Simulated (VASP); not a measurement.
Input of a VASP 6.6.1 run:

INCAR

```
SYSTEM = Ga
PREC = Accurate ; ENCUT = 600
EDIFF = 1E-7 ; ISMEAR = -1
SIGMA = 0.08 ; LREAL = .FALSE.
LASPH = .TRUE. ; NELM = 100
ALGO = Normal ; ISIF = 3
LWAVE = .FALSE. ; LCHARG = .FALSE.
GGA = PE ; IBRION = 2
NSW = 60 ; EDIFFG = -0.005
PSTRESS = 7.1
```

Contents of KPOINTS:

```
regular mesh
0
G
  8 8 11
  0 0 0
```

Contents of POSCAR:

```
Ga
1.0
    4.7319154990      0.0000000000      0.0000000000
   -2.3659577495      4.0979590307      0.0000000000
    0.0000000000      0.0000000000      2.9337876094
Ga
3
Direct
    0.0000000000      0.0000000000      0.0000000000
    0.3333333333      0.6666666667      0.5000000000
    0.6666666667      0.3333333333      0.5000000000
```

Potentials or basis: VASP PAW PBE potentials, release 64 (Ga_d).

The run is started by

```console
$ cat potpaw_PBE.64/Ga_d/POTCAR > POTCAR
$ mpirun -np 1 vasp_std > vasp.out
```

Estimate the space group after relaxing (to 0.1 Å).

P6/mmm (No. 191).

Estimate the relaxed volume.

19.03 Å³/atom.

What does it give for the band gap on the k mesh?

Zero (an odd number of electrons rules out a gap without spin polarisation).

Final structure:
```cif
data_structure
_symmetry_space_group_name_H-M 'P 1'
_symmetry_Int_Tables_number 1
_cell_length_a 4.6836
_cell_length_b 4.6836
_cell_length_c 3.0048
_cell_angle_alpha 90.000
_cell_angle_beta 90.000
_cell_angle_gamma 120.000
_cell_volume 57.08
loop_
_atom_site_label
_atom_site_type_symbol
_atom_site_fract_x
_atom_site_fract_y
_atom_site_fract_z
_atom_site_occupancy
Ga1 Ga 0.00000 0.00000 0.00000 1
Ga2 Ga 0.33333 0.66667 0.50000 1
Ga3 Ga 0.66667 0.33333 0.50000 1
```

Caveat: the cell is relaxed towards a set pressure, so the run minimises the enthalpy, not the energy.
